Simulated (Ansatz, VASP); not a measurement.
# PtS2: VASP beside Ansatz

File INCAR:

```
SYSTEM = PtS2
ALGO = Normal
EDIFF = 1E-6
ENCUT = 520
GGA = CA
ISIF = 2
ISMEAR = 0
LASPH = .True.
LCHARG = .False.
LREAL = .False.
LWAVE = .False.
NBANDS = 18
NELM = 60
PREC = Accurate
SIGMA = 0.05
```

The input KPOINTS:

```
k-points
0
Gamma
  12 12 8
  0 0 0
```

File POSCAR:

```
PtS2
1.0
    3.4860411020      0.0000000000      0.0000000000
   -1.7430205510      3.0190001530      0.0000000000
    0.0000000000      0.0000000000      5.2053905590
Pt S
1 2
Direct
    0.0000000000      0.0000000000      0.0000000000
    0.3333333333      0.6666666667      0.2500000000
    0.6666666667      0.3333333333      0.7500000000
```

Input for Ansatz:

```yaml
crystal:
  lattice:
    - [3.486041102, 0.0, 0.0]
    - [-1.743020551, 3.019000153, 0.0]
    - [0.0, 0.0, 5.205390559]
  atoms:
    - { symbol: Pt, position: [0.0, 0.0, 0.0] }
    - { symbol: S, position: [0.3333333333, 0.6666666667, 0.25] }
    - { symbol: S, position: [0.6666666667, 0.3333333333, 0.75] }
basis:
  ecutwfc: 420
kpoints:
  mp_grid: { grid: [12, 12, 8] }
hamiltonian:
  xc: lda
scf:
  occupations: { method: gaussian, width: 0.05 }
output:
  forces: true
  stress: true
  eigenvalues: true
```

Alike in both runs: task single point; functional LDA; k mesh 12 × 12 × 8; occupations gaussian, width 0.05 eV; no spin polarisation.

```csv
,VASP,Ansatz
version,VASP 6.6.1,Ansatz 0.2.0
potentials or method,"VASP PAW LDA potentials, release 64 (Pt, S), cutoff 520 eV","scalar-relativistic, plane waves, PAW"
valence electrons in the cell,22,30
```

```tsv
	VASP	Ansatz	Ansatz less VASP
gap on the k mesh at the Fermi level (eV)	0.61	0.61	-0.002
least direct gap on the mesh (eV)	0.80	0.79	-0.006
pressure (GPa)	-3.9	-3.9	+0.01
traceless stress, the component that is largest in VASP (GPa)	-4.00	-4.02	-0.022
rms of the force components (eV/Å)	0.395	0.396	+0.0014
```

LDA's correlation is that of Perdew and Zunger in VASP and of Perdew and Wang (1992) in Ansatz. Atom by atom the forces differ by 0.001 eV/Å (rms over components). VASP's potentials hold 22 valence electrons a cell and Ansatz's 30, so a difference there can come from the potentials and not from the codes.

Spin-orbit coupling is off throughout.
